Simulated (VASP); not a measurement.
# BaZrO3: single point with PBE

The system is BaZrO3.

```
Ba Zr O
1.0
     4.18150    0.00000    0.00000
     0.00000    4.18150    0.00000
     0.00000    0.00000    4.18150
Ba Zr O
1 1 3
Direct
  0.52959 0.47041 0.50000
  0.00000 0.00000 0.00000
  0.50000 0.00000 0.00000
  0.00000 0.50000 0.00000
  0.00000 0.00000 0.50000
```

This cell differs from its parent crystal: all Ba atoms moved +0.175 Å, as atom 1 along Cartesian [1 -1 0].

| Quantity | Value |
| --- | --- |
| Program | VASP 6.6.1 |
| Task | single point |
| Functional | PBE |
| Potentials or basis | VASP PAW PBE potentials, release 64 (Ba_sv, Zr_sv, O_h) |
| Cutoff | 910 eV |
| k mesh | 6 × 6 × 6 |
| Occupations | gaussian, width 0.05 eV |
| Spin | no spin polarisation |

The pressure is 6.7 GPa, the largest force is 0.757 eV/Å and the band gap on the k mesh is 3.18 eV (least direct gap 3.39 eV).

Forces in eV/Å, atoms in the order of the input:
```
Ba  -0.535  0.535  0.000
Zr   0.443 -0.443  0.000
O    0.141  0.032  0.000
O   -0.032 -0.141  0.000
O   -0.016  0.016  0.000
```

Stress tensor (GPa, compression positive):
```
 6.64 -0.64  0.00
-0.64  6.64  0.00
 0.00  0.00  6.76
```

Levels at points of the mesh, in eV from the valence-band top:
```tsv
k point	band 17	band 18	band 19	band 20	band 21	band 22	band 23	band 24
(0.00, 0.00, 0.00)	-1.00	-0.22	-0.22	-0.21	3.18	3.23	3.24	4.76
(0.50, 0.00, 0.00)	-1.71	-1.54	-0.45	-0.44	3.63	5.74	5.75	6.54
(0.00, 0.00, 0.50)	-1.68	-1.50	-0.44	-0.43	3.64	5.71	5.74	6.52
(0.50, 0.50, 0.00)	-0.94	-0.91	-0.78	-0.05	5.70	5.73	6.54	6.56
(0.00, 0.50, 0.50)	-0.92	-0.91	-0.76	-0.09	5.72	5.72	6.50	6.56
(0.50, 0.50, 0.50)	-2.51	-0.04	-0.01	0.00	6.03	6.07	6.09	7.05
```

Run time: 4.5 min on 1 thread of Intel(R) Xeon(R) Platinum 8259CL CPU @ 2.50GHz (Skylake/Cascade Lake), on a shared host, peak memory 0.42 GiB.

Caveat: the cell differs from its parent crystal (all Ba atoms moved +0.175 Å, as atom 1 along Cartesian [1 -1 0]); the cutoff is under 1.25 times the usual one of these potentials, so pressure, stress and relaxed cells hold a basis-set (Pulay) error; the cell stands under pressure; spin-orbit coupling is left out, which moves the levels of the heavy elements. A k mesh can miss the band edges.
